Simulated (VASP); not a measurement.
# BeZn3Se4 in VASP: further runs

The runs below take BeZn3Se4 through single point, with PBE.

Program: VASP 6.6.1. These are calculated values, not measurements. Logs are shortened: lines on timing, memory, paths and dates and some standing lists are left out, and cuts for length are marked.

### 1 The cell of the first run

The typed cell holds 8 atoms: a = 3.950 Å, b = 3.948 Å, c = 13.024 Å, α = 89.99°, β = 89.98°, γ = 119.97°.

### 2 Single point, PBE

File INCAR:

```
SYSTEM = BeZn3Se4
ALGO = Normal
EDIFF = 1E-7
ENCUT = 520
GGA = PE
ISIF = 2
ISMEAR = 0
LASPH = .TRUE.
LCHARG = .FALSE.
LREAL = .FALSE.
LWAVE = .FALSE.
NBANDS = 41
NELM = 100
PREC = Accurate
SIGMA = 0.1
```

File KPOINTS:

```
k-points
0
G
  6 6 1
  0 0 0
```

File POSCAR:

```
BeZn3Se4
1.0
    3.9503251145      0.0016362703      0.0006318565
   -1.9737227800      3.4195711067      0.0002772834
    0.0018460384      0.0020737231     13.0243754119
Be Zn Se
1 3 4
Direct
    0.3339176236      0.6664599806      0.0011076169
    0.3342099928      0.6671681999      0.5007440487
    0.6662649005      0.3331408407      0.2426679507
    0.6655377963      0.3330312604      0.7597523843
    0.3328573955      0.6664924932      0.1732072812
    0.3323102213      0.6664806849      0.6906216907
    0.6677347744      0.3338757079      0.4320048377
    0.6671672955      0.3333508323      0.9498921897
```

Potentials or basis: VASP PAW PBE potentials, release 64 (Be, Zn, Se).

Run with:

```console
$ cat potpaw_PBE.64/Be/POTCAR potpaw_PBE.64/Zn/POTCAR potpaw_PBE.64/Se/POTCAR > POTCAR
$ mpirun -np 1 vasp_std > vasp.out
```

OUTCAR:

```text
SYSTEM = BeZn3Se4
   EDIFF = 1E-7
   ENCUT = 520
   GGA = PE
   ISIF = 2
   ISMEAR = 0
   LASPH = .TRUE.
   LREAL = .FALSE.
   NELM = 100
   PREC = Accurate

 ion  position               nearest neighbor table
   1  0.334  0.666  0.001-   5 2.24   8 2.37   8 2.38   8 2.38
   2  0.334  0.667  0.501-   7 2.45   7 2.45   7 2.45   6 2.47
   3  0.666  0.333  0.243-   5 2.45   5 2.45   5 2.45   7 2.47
   4  0.666  0.333  0.760-   6 2.45   6 2.45   6 2.45   8 2.48
   5  0.333  0.666  0.173-   1 2.24   3 2.45   3 2.45   3 2.45
   6  0.332  0.666  0.691-   4 2.45   4 2.45   4 2.45   2 2.47
   7  0.668  0.334  0.432-   2 2.45   2 2.45   2 2.45   3 2.47
   8  0.667  0.333  0.950-   1 2.37   1 2.38   1 2.38   4 2.48

  LATTYP: Found a triclinic cell.
 ALAT       =     3.9503255039
 B/A-ratio  =     1.7313367429
 C/A-ratio  =     3.2970386098
 COS(alpha) =     0.0000950431
 COS(beta)  =     0.0003017536
 COS(gamma) =     0.8659649064

  Lattice vectors:

 A1 = (  -3.9503251145,  -0.0016362703,  -0.0006318565)
 A2 = (  -5.9240478945,   3.4179348364,  -0.0003545731)
 A3 = (  -0.0018460384,  -0.0020737231, -13.0243754119)

Analysis of symmetry for initial positions (statically):
=====================================================================
 Subroutine PRICEL returns:
 Original cell was already a primitive cell.

 Routine SETGRP: Setting up the symmetry group for a
 triclinic supercell.

 Subroutine GETGRP returns: Found  1 space group operations
 (whereof  1 operations were pure point group operations)
 out of a pool of  2 trial point group operations.

The static configuration has the point symmetry C_1 .

Analysis of symmetry for dynamics (positions and initial velocities):
=====================================================================
 Subroutine PRICEL returns:
 Original cell was already a primitive cell.

 Routine SETGRP: Setting up the symmetry group for a
 triclinic supercell.

 Subroutine GETGRP returns: Found  1 space group operations
 (whereof  1 operations were pure point group operations)
 out of a pool of  2 trial point group operations.

The dynamic configuration has the point symmetry C_1 .

 Subroutine INISYM returns: Found  1 space group operations
 (whereof  1 operations are pure point group operations),
 and found     1 'primitive' translations

[... 104 lines left out ...]
   NSW    =      0    number of steps for IOM
   IBRION =     -1    ionic relax: 0-MD 1-quasi-New 2-CG
   NFREE  =      0    steps in history (QN), initial steepest desc. (CG)
   ISIF   =      2    stress and relaxation
   ISYM   =      2    0-nonsym 1-usesym 2-fastsym
   POTIM  = 0.5000    time-step for ionic-motion
   TEBEG  =    0.0;   TEEND  =   0.0 temperature during run
   PSTRESS=    0.0 pullay stress
   NELECT =      62.0000    total number of electrons
   NUPDOWN=      -1.0000    fix difference up-down
   EMIN   =  10.00;   EMAX   =-10.00  energy-range for DOS
   EFERMI =   0.00;   METHOD = LEGACY
   ISMEAR =     0;   SIGMA  =   0.10  broadening in eV -4-tet -1-fermi 0-gaus
   EFERMI_NEDOS =   21; number of points for ismear=-14 and -15
   IALGO  =     38    algorithm
   IMIX   =      4    mixing-type and parameters
     AMIX     =   0.40;   BMIX     =  1.00
     AMIX_MAG =   1.60;   BMIX_MAG =  1.00
  volume/ion in A,a.u.               =      22.00       148.45
  Fermi-wavevector in a.u.,A,eV,Ry     =   1.156246  2.184989 18.189702  1.336905
  Thomas-Fermi vector in A             =   2.292868
   LORBIT       =      0    0 simple, 1 ext, 2 COOP (PROOUT), +10 PAW based schemes
   GGA     = PE    functional components
   LHFCALC =     F    Hartree Fock is set to
   AEXX    =    0.0000 exact exchange contribution
   IVDW    =     0    specifies the selected vdW correction
   LEPSILON=     F    determine dielectric tensor
   LRPA    =     F    only Hartree local field effects (RPA)
 non-spin polarized calculation
 Gauss-broadening in eV      SIGMA  =   0.10
  energy-cutoff  :      520.00
  volume of cell :      175.98
 maximum number of plane-waves:      4760
 NGX is ok and might be reduce to    30
   NGX = 15   NGY = 15   NGZ = 49

 number of electron      61.9999967 magnetization

 Free energy of the ion-electron system (eV)
  ---------------------------------------------------
  ext. energy  EPLUGINS =         0.00000000
  ---------------------------------------------------
  free energy    TOTEN  =       -26.63124968 eV

  energy without entropy =      -26.63124968  energy(sigma->0) =      -26.63124968

 E-fermi :   2.3390     XC(G=0):  -9.2121

 val. band max:        1.8476328118   @ k =   0.0000   0.0000   0.0000
 cond. band min:       3.4455030220   @ k =   0.0000   0.0000   0.0000
 fundamental gap:      1.5978702102
 Fermi energy:         2.3389968322

 k-point     1 :       0.0000    0.0000    0.0000
  band No.  band energies     occupation
      1     -11.4916      2.00000
      2     -11.1476      2.00000
      3     -11.0313      2.00000
      4     -10.5756      2.00000
      5      -4.7480      2.00000
      6      -4.7205      2.00000
[... 869 lines left out ...]
     40       8.8545      0.00000
     41       9.1516      0.00000

------------------------ aborting loop because EDIFF is reached ----------------------------------------

  FORCE on cell =-STRESS in cart. coord.  units (eV):
  Direction    XX          YY          ZZ          XY          YZ          ZX
  --------------------------------------------------------------------------------------
  -------------------------------------------------------------------------------------
  Total        0.2287302      0.2411977      0.2402187     -0.0208211     -0.0082477     -0.0044464
  in kB        2.0824224      2.1959308      2.1870169     -0.1895606     -0.0750892     -0.0404813
  external PRESSURE =       2.1551233 kB  Pullay stress =       0.0000000 kB

 VOLUME and BASIS-vectors are now :
 -----------------------------------------------------------------------------
  energy-cutoff  :      520.00
  volume of cell :      175.98
      direct lattice vectors                 reciprocal lattice vectors
     3.950325115  0.001636270  0.000631857     0.253083225  0.146075670 -0.000059129
    -1.973722780  3.419571107  0.000277283    -0.000121093  0.292364445 -0.000046533
     0.001846038  0.002073723 13.024375412    -0.000012275 -0.000013311  0.076779118

 POSITION                                       TOTAL-FORCE (eV/Angst)
 -----------------------------------------------------------------------------------
      0.00368      2.27956      0.01482        -0.003749      0.002798     -0.008802
      0.00436      2.28301      6.52227        -0.001738     -0.001426      0.011205
      1.97488      1.14079      3.16111         0.000837      0.000330     -0.015353
      1.97318      1.14149      9.89581         0.004039      0.001803      0.017503
     -0.00026      2.28002      2.25631         0.001770     -0.000119      0.008112
     -0.00144      2.28105      8.99531        -0.000451     -0.000765     -0.023733
      1.97959      1.14370      5.62711        -0.000909     -0.000126     -0.012417
      1.97934      1.14298     12.37227         0.000201     -0.002495      0.023485
 -----------------------------------------------------------------------------------
    total drift:                               -0.000256     -0.000034      0.001381

  FREE ENERGIE OF THE ION-ELECTRON SYSTEM (eV)
  ---------------------------------------------------
  free  energy   TOTEN  =       -26.6312496782 eV

  energy  without entropy=      -26.6312496782  energy(sigma->0) =      -26.63124968
```

stdout:

```text
POSCAR found type information on POSCAR BeZnSe
 POSCAR found :  3 types and       8 ions
 scaLAPACK will be used
 LDA part: xc-table for (Slater+PW92), standard interpolation
 POSCAR, INCAR and KPOINTS ok, starting setup
 FFT: planning ... GRIDC
 FFT: planning ... GRID_SOFT
 FFT: planning ... GRID
 WAVECAR not read
 entering main loop
```

It took 5 min on 1 thread of Intel Xeon 8259CL, shared host; peak memory 0.36 GiB.

Results:

- Free energy: -26.6312 eV
- Pressure: 0.2 GPa
- Largest force: 0.024 eV/Å
- Band gap on the k mesh: 1.60 eV

Forces on the atoms (eV/Å):
```
Be  -0.004  0.003 -0.009
Zn  -0.002 -0.001  0.011
Zn   0.001  0.000 -0.015
Zn   0.004  0.002  0.018
Se   0.002  0.000  0.008
Se   0.000 -0.001 -0.024
Se  -0.001  0.000 -0.012
Se   0.000 -0.002  0.023
```

Caveat: the k points lie up to 0.48 Å⁻¹ apart.

### 3 Single point, PBE (19.37 Å³/atom)

This run uses another cell than the first one, of 19.37 Å³/atom.

File INCAR:

```
ALGO = Normal
EDIFF = 1E-6
ENCUT = 520
GGA = PE
ISIF = 2
ISMEAR = 0
LASPH = True
LCHARG = False
LREAL = False
LWAVE = False
NBANDS = 41
NELM = 100
PREC = Accurate
SIGMA = 0.02
```

File KPOINTS:

```
k-points
0
Gamma
  12 12 2
```

File POSCAR:

```
BeZn3Se4
1.0
    3.7696886885      0.0000000000      0.0000000000
   -1.8848443442      3.2646461686      0.0000000000
    0.0000000000      0.0000000000     12.5891923234
Be Zn Se
1 3 4
Direct
    0.3333333333      0.6666666667     -0.0008335358
    0.3333333333      0.6666666667      0.5024472171
    0.6666666667      0.3333333333      0.2434658860
    0.6666666667      0.3333333333      0.7622186974
    0.3333333333      0.6666666667      0.1711345125
    0.3333333333      0.6666666667      0.6899903775
    0.6666666667      0.3333333333      0.4308372823
    0.6666666667      0.3333333333      0.9507375630
```

Potentials or basis: VASP PAW PBE potentials, release 64 (Be, Zn, Se).

Run with:

```console
$ cat potpaw_PBE.64/Be/POTCAR potpaw_PBE.64/Zn/POTCAR potpaw_PBE.64/Se/POTCAR > POTCAR
$ mpirun -np 1 vasp_std > vasp.out
```

OUTCAR:

```text
EDIFF = 1E-6
   ENCUT = 520
   GGA = PE
   ISIF = 2
   ISMEAR = 0
   LASPH = True
   LREAL = False
   NELM = 100
   PREC = Accurate

 ion  position               nearest neighbor table
   1  0.333  0.667  0.999-   5 2.16   8 2.26   8 2.26   8 2.26
   2  0.333  0.667  0.502-   7 2.36   7 2.36   7 2.36   6 2.36
   3  0.667  0.333  0.243-   7 2.36   5 2.36   5 2.36   5 2.36
   4  0.667  0.333  0.762-   6 2.36   6 2.36   6 2.36   8 2.37
   5  0.333  0.667  0.171-   1 2.16   3 2.36   3 2.36   3 2.36
   6  0.333  0.667  0.690-   4 2.36   4 2.36   4 2.36   2 2.36
   7  0.667  0.333  0.431-   2 2.36   2 2.36   2 2.36   3 2.36
   8  0.667  0.333  0.951-   1 2.26   1 2.26   1 2.26   4 2.37

  LATTYP: Found a hexagonal cell.
 ALAT       =     3.7696886885
 C/A-ratio  =     3.3395840781

  Lattice vectors:

 A1 = (   3.7696886885,   0.0000000000,   0.0000000000)
 A2 = (  -1.8848443442,   3.2646461686,   0.0000000000)
 A3 = (   0.0000000000,   0.0000000000,  12.5891923234)

Analysis of symmetry for initial positions (statically):
=====================================================================
 Subroutine PRICEL returns:
 Original cell was already a primitive cell.

 Routine SETGRP: Setting up the symmetry group for a
 hexagonal supercell.

 Subroutine GETGRP returns: Found  6 space group operations
 (whereof  6 operations were pure point group operations)
 out of a pool of 24 trial point group operations.

The static configuration has the point symmetry C_3v.

Analysis of symmetry for dynamics (positions and initial velocities):
=====================================================================
 Subroutine PRICEL returns:
 Original cell was already a primitive cell.

 Routine SETGRP: Setting up the symmetry group for a
 hexagonal supercell.

 Subroutine GETGRP returns: Found  6 space group operations
 (whereof  6 operations were pure point group operations)
 out of a pool of 24 trial point group operations.

The dynamic configuration has the point symmetry C_3v.

 Subroutine INISYM returns: Found  6 space group operations
 (whereof  6 operations are pure point group operations),
 and found     1 'primitive' translations

----------------------------------------------------------------------------------------

                                     Primitive cell

  volume of cell :     154.9314

  direct lattice vectors                    reciprocal lattice vectors
     3.769688689  0.000000000  0.000000000     0.265273895  0.153155954  0.000000000
    -1.884844344  3.264646169  0.000000000     0.000000000  0.306311909  0.000000000
     0.000000000  0.000000000 12.589192323     0.000000000  0.000000000  0.079433213

  length of vectors
     3.769688689  3.769688688 12.589192323     0.306311909  0.306311909  0.079433213

  position of ions in fractional coordinates (direct lattice)
[... 43 lines left out ...]

 Found     38 irreducible k-points:

 Following reciprocal coordinates:
            Coordinates               Weight
  0.000000  0.000000  0.000000      1.000000
  0.083333  0.000000  0.000000      6.000000
  0.166667  0.000000  0.000000      6.000000
  0.250000  0.000000  0.000000      6.000000
  0.333333  0.000000  0.000000      6.000000
  0.416667  0.000000  0.000000      6.000000
[... 16 lines left out ...]
  0.250000  0.000000  0.500000      6.000000
  0.333333  0.000000  0.500000      6.000000
 [... further k-points ...]
   k-points           NKPTS =     38   k-points in BZ     NKDIM =     38   number of bands    NBANDS=     41
   number of dos      NEDOS =    301   number of ions     NIONS =      8
   total plane-waves  NPLWV =  75264
   dimension x,y,z NGX =    28 NGY =   28 NGZ =   96
   dimension x,y,z NGXF=    56 NGYF=   56 NGZF=  192
   ions per type =               1   3   4
   NGX,Y,Z   is equivalent  to a cutoff of  12.35, 12.35, 12.68 a.u.
   NGXF,Y,Z  is equivalent  to a cutoff of  24.70, 24.70, 25.35 a.u.
 SYSTEM =  unknown system
   PREC   = accura    normal or accurate (medium, high low for compatibility)
   ISTART =      0    job   : 0-new  1-cont  2-samecut
   ICHARG =      2    charge: 1-file 2-atom 10-const
   ISPIN  =      1    spin polarized calculation?
   LNONCOLLINEAR =      F non collinear calculations
   LSORBIT =      F    spin-orbit coupling
   LASPH  =      T    aspherical Exc in radial PAW
   ENCUT  =  520.0 eV  38.22 Ry    6.18 a.u.   7.01  7.01 23.41*2*pi/ulx,y,z
   NELM   =    100;   NELMIN=  2; NELMDL= -5     # of ELM steps
   EDIFF  = 0.1E-05   stopping-criterion for ELM
   LREAL  =      F    real-space projection
   EDIFFG = 0.1E-04   stopping-criterion for IOM
   NSW    =      0    number of steps for IOM
   IBRION =     -1    ionic relax: 0-MD 1-quasi-New 2-CG
   NFREE  =      0    steps in history (QN), initial steepest desc. (CG)
   ISIF   =      2    stress and relaxation
   ISYM   =      2    0-nonsym 1-usesym 2-fastsym
   POTIM  = 0.5000    time-step for ionic-motion
   TEBEG  =    0.0;   TEEND  =   0.0 temperature during run
   PSTRESS=    0.0 pullay stress
   NELECT =      62.0000    total number of electrons
   NUPDOWN=      -1.0000    fix difference up-down
   EMIN   =  10.00;   EMAX   =-10.00  energy-range for DOS
   EFERMI =   0.00;   METHOD = LEGACY
   ISMEAR =     0;   SIGMA  =   0.02  broadening in eV -4-tet -1-fermi 0-gaus
   EFERMI_NEDOS =   21; number of points for ismear=-14 and -15
   IALGO  =     38    algorithm
   IMIX   =      4    mixing-type and parameters
     AMIX     =   0.40;   BMIX     =  1.00
     AMIX_MAG =   1.60;   BMIX_MAG =  1.00
  volume/ion in A,a.u.               =      19.37       130.69
  Fermi-wavevector in a.u.,A,eV,Ry     =   1.206403  2.279770 19.802015  1.455407
  Thomas-Fermi vector in A             =   2.342071
   LORBIT       =      0    0 simple, 1 ext, 2 COOP (PROOUT), +10 PAW based schemes
   GGA     = PE    functional components
   LHFCALC =     F    Hartree Fock is set to
   AEXX    =    0.0000 exact exchange contribution
   IVDW    =     0    specifies the selected vdW correction
   LEPSILON=     F    determine dielectric tensor
   LRPA    =     F    only Hartree local field effects (RPA)
 non-spin polarized calculation
 Gauss-broadening in eV      SIGMA  =   0.02
  energy-cutoff  :      520.00
  volume of cell :      154.93
 maximum number of plane-waves:      4200
 NGX is ok and might be reduce to    28
   NGX = 13   NGY = 13   NGZ = 47

 number of electron      61.9999981 magnetization

 Free energy of the ion-electron system (eV)
  ---------------------------------------------------
  ext. energy  EPLUGINS =         0.00000000
  ---------------------------------------------------
  free energy    TOTEN  =       -26.00932702 eV

  energy without entropy =      -26.00932702  energy(sigma->0) =      -26.00932702

 E-fermi :   3.1897     XC(G=0):  -9.7920

 val. band max:        3.0944010166   @ k =   0.0000   0.0000   0.0000
 cond. band min:       5.1651112840   @ k =   0.0000   0.0000   0.0000
 fundamental gap:      2.0707102674
 Fermi energy:         3.1896632491

 k-point     1 :       0.0000    0.0000    0.0000
  band No.  band energies     occupation
      1     -11.1880      2.00000
      2     -10.7577      2.00000
      3     -10.6285      2.00000
      4     -10.0483      2.00000
      5      -4.0981      2.00000
      6      -4.0681      2.00000
[... 1045 lines left out ...]
     40       9.6923      0.00000
     41       9.9795      0.00000

 [... further k-points ...]

------------------------ aborting loop because EDIFF is reached ----------------------------------------

  FORCE on cell =-STRESS in cart. coord.  units (eV):
  Direction    XX          YY          ZZ          XY          YZ          ZX
  --------------------------------------------------------------------------------------
  -------------------------------------------------------------------------------------
  Total       10.0299398     10.0299398     10.0626398      0.0000000     -0.0000000     -0.0000000
  in kB      103.7216543    103.7216543    104.0598119      0.0000000     -0.0000000     -0.0000000
  external PRESSURE =     103.8343735 kB  Pullay stress =       0.0000000 kB

 VOLUME and BASIS-vectors are now :
 -----------------------------------------------------------------------------
  energy-cutoff  :      520.00
  volume of cell :      154.93
      direct lattice vectors                 reciprocal lattice vectors
     3.769688689  0.000000000  0.000000000     0.265273895  0.153155954  0.000000000
    -1.884844344  3.264646169  0.000000000     0.000000000  0.306311909  0.000000000
     0.000000000  0.000000000 12.589192323     0.000000000  0.000000000  0.079433213

 POSITION                                       TOTAL-FORCE (eV/Angst)
 -----------------------------------------------------------------------------------
     -0.00000      2.17643     12.57870         0.000000     -0.000000     -0.003628
     -0.00000      2.17643      6.32540        -0.000000     -0.000000      0.002140
      1.88484      1.08822      3.06504        -0.000000     -0.000000      0.002167
      1.88484      1.08822      9.59572         0.000000     -0.000000      0.003591
     -0.00000      2.17643      2.15445         0.000000      0.000000     -0.018129
     -0.00000      2.17643      8.68642         0.000000     -0.000000     -0.001668
      1.88484      1.08822      5.42389        -0.000000      0.000000     -0.000813
      1.88484      1.08822     11.96902        -0.000000      0.000000      0.016341
 -----------------------------------------------------------------------------------
    total drift:                                0.000000     -0.000000      0.000090

  FREE ENERGIE OF THE ION-ELECTRON SYSTEM (eV)
  ---------------------------------------------------
  free  energy   TOTEN  =       -26.0093270245 eV

  energy  without entropy=      -26.0093270245  energy(sigma->0) =      -26.00932702
```

It took 5.5 min on 1 thread of Intel Xeon 8259CL, shared host; peak memory 0.38 GiB.

What came out:

```yaml
Free_energy: -26.0093 eV
Pressure: 10.4 GPa
Largest_force: 0.018 eV/Å
Band_gap_on_the_k_mesh: 2.07 eV
```

Forces in eV/Å, atoms in the order of the input:
```
Be   0.000  0.000 -0.004
Zn   0.000  0.000  0.002
Zn   0.000  0.000  0.002
Zn   0.000  0.000  0.004
Se   0.000  0.000 -0.018
Se   0.000  0.000 -0.002
Se   0.000  0.000 -0.001
Se   0.000  0.000  0.016
```

Caveat: the cell stands under pressure. A k mesh can miss the band edges.

(Continued in part 2 of 2.)
